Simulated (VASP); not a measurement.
A run of VASP 6.6.1:

File INCAR:

```
SYSTEM = In3BiP2
PREC = Accurate
ENCUT = 520
EDIFF = 1E-6
ISMEAR = -1
SIGMA = 0.02
LREAL = .FALSE.
LASPH = .TRUE.
NELM = 80
ALGO = Normal
ISIF = 2
LWAVE = .FALSE.
LCHARG = .FALSE.
GGA = PE
NBANDS = 41
```

KPOINTS

```
Automatic mesh
0
G
  8 8 8
  0 0 0
```

POSCAR

```
In3BiP2
1.0
   -2.1812000988      2.1812000988      9.3156430280
    2.1812000988     -2.1812000988      9.3156430280
    2.1812000988      2.1812000988     -9.3156430280
P In Bi
2 3 1
Direct
    0.1742845509      0.1742845509      0.0000000000
    0.8257154491      0.8257154491      0.0000000000
    0.7500000000      0.2500000000      0.5000000000
    0.4018514097      0.9018514097      0.5000000000
    0.0981485903      0.5981485903      0.5000000000
    0.5000000000      0.5000000000      0.0000000000
```

Potentials or basis: VASP PAW PBE potentials, release 64 (P, In_d, Bi_d).

Launch:

```bash
$ cat potpaw_PBE.64/P/POTCAR potpaw_PBE.64/In_d/POTCAR potpaw_PBE.64/Bi_d/POTCAR > POTCAR
$ mpirun -np 1 vasp_std > vasp.out
```

Hardware: 1 thread of Oxide Virtual Turin-like Processor, with other jobs on the host.

**Question.** How long does it take, and how much memory?

**Answer.** Run time: 46 min on 1 thread of Oxide Virtual Turin-like Processor (shared host), peak memory 1.1 GiB. Counts: scf iterations 15, k points 59.
